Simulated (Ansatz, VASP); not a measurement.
## Two plane-wave programs on Al4Cl

INCAR

```
PREC = Accurate
ENCUT = 600
EDIFF = 1E-6
ISMEAR = 0
SIGMA = 0.1
LREAL = F
LASPH = T
NELM = 80
ALGO = Normal
ISIF = 3
LWAVE = F
LCHARG = F
GGA = PE
IBRION = 2
NSW = 90
EDIFFG = -0.04
```

The input KPOINTS:

```
regular mesh
0
Gamma
  4 4 4
```

Contents of POSCAR:

```
Al4Cl
1.0
    3.0347570400     -3.1723354000      0.0000000000
    3.0347570400      3.1723354000      0.0000000000
    0.0000000000      0.0000000000      5.7471312900
Al Cl
4 1
Direct
    0.7040357200      0.7040357200      0.3354153900
    0.2959642800      0.2959642800      0.3354153900
    0.7040357200      0.7040357200      0.6645846100
    0.2959642800      0.2959642800      0.6645846100
    0.0000000000      0.0000000000      0.5000000000
```

Input for Ansatz:

```yaml
crystal:
  lattice:
    - [3.03475704, -3.1723354, 0.0]
    - [3.03475704, 3.1723354, 0.0]
    - [0.0, 0.0, 5.74713129]
  atoms:
    - { symbol: Al, position: [0.70403572, 0.70403572, 0.33541539] }
    - { symbol: Al, position: [0.29596428, 0.29596428, 0.33541539] }
    - { symbol: Al, position: [0.70403572, 0.70403572, 0.66458461] }
    - { symbol: Al, position: [0.29596428, 0.29596428, 0.66458461] }
    - { symbol: Cl, position: [0.0, 0.0, 0.5] }
basis:
  ecutwfc: 420
kpoints:
  mp_grid: { grid: [4, 4, 4] }
hamiltonian:
  xc: pbe
scf:
  occupations: { method: gaussian, width: 0.1 }
  lower_state_search: "off"
output:
  forces: true
  stress: true
  eigenvalues: true
relax:
  adjacent_minimum: "off"
  f_tol: 0.04
  max_steps: 70
  cell: { stress_tol: 0.4 }
```

Alike in both runs: task relaxation of cell and atoms; functional PBE; k mesh 4 × 4 × 4; occupations gaussian, width 0.1 eV; no spin polarisation.

```csv
,VASP,Ansatz
version,VASP 6.6.1,Ansatz 0.2.0
potentials or method,"VASP PAW PBE potentials, release 64 (Al, Cl), cutoff 600 eV","scalar-relativistic, plane waves, PAW"
valence electrons in the cell,19,19
```

```csv
,VASP,Ansatz,Ansatz less VASP
"gap on the k mesh at the Fermi level, each at its own relaxed structure (eV)",none,none,-
relaxed volume (Å³/atom),22.63,22.56,-0.070
relaxed cell length with the largest relative difference (Å),5.000,4.989,-0.0114
```

A gap of «none» marks a metal or a gap that the smearing closes.
